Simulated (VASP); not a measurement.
Write the native input for VASP 6.6.1 that does the following.

| Item | Value |
| --- | --- |
| Task | single point |
| Functional | PBE |
| Potentials or basis | VASP PAW PBE potentials, release 64 (Mo_sv, Se) |
| Cutoff | 520 eV |
| k mesh | 12 × 12 × 6 |
| Occupations | gaussian, width 0.05 eV |
| Spin | collinear spin |
| Starting moments | [3.0, -3.0, 0.0, 0.0] μB |
| Dipole correction | no |
| Further INCAR settings | ALGO = Normal; EDIFF = 1e-06; NBANDS = 32 |

The structure of MoSe lies in POSCAR:

```
MoSe
1.0
    0.0000000000      2.6825441072      2.6825441073
    5.3373433050      2.6825441072      2.6825441073
    5.3373433050      5.3650882146      0.0000000001
Mo Se
2 2
Direct
    0.5000000000      0.5000000000      0.0000000000
    0.5000000000      0.5000000000      0.5000000000
    0.0000000000      0.0000000000      0.0000000000
    0.0000000000      0.0000000000      0.5000000000
```

One way to write it, as run:

INCAR

```
  ALGO = Normal
  EDIFF = 1E-6
  ENCUT = 520
  GGA = PE
  ISIF = 2
  ISMEAR = 0
  ISPIN = 2
  LASPH = T
  LCHARG = F
  LMAXMIX = 4
  LORBIT = 11
  LREAL = F
  LWAVE = F
  MAGMOM = 3 -3 0 0
  NBANDS = 32
  NELM = 150
  PREC = Accurate
  SIGMA = 0.05
```

KPOINTS

```
k-points
0
Gamma
  12 12 6
```

Potentials or basis: VASP PAW PBE potentials, release 64 (Mo_sv, Se).

Run with:

```sh
$ cat potpaw_PBE.64/Mo_sv/POTCAR potpaw_PBE.64/Se/POTCAR > POTCAR
$ mpirun -np 1 vasp_std > vasp.out
```

It gave:

```json
{
 "Pressure": "0.2 GPa",
 "Band gap on the k mesh": "zero (filled and empty bands overlap)",
 "Net moment": "0.00 μB per cell",
 "Site moments": "Mo +2.30, -2.30; Se -0.01, +0.01 μB",
 "Valence electrons inside the program's atomic spheres": "Mo 12.26; Se 3.91"
}
```

It took 7.5 min on 1 thread of Intel(R) Xeon(R) Platinum 8488C (Sapphire Rapids), on a shared host, peak memory 0.55 GiB.
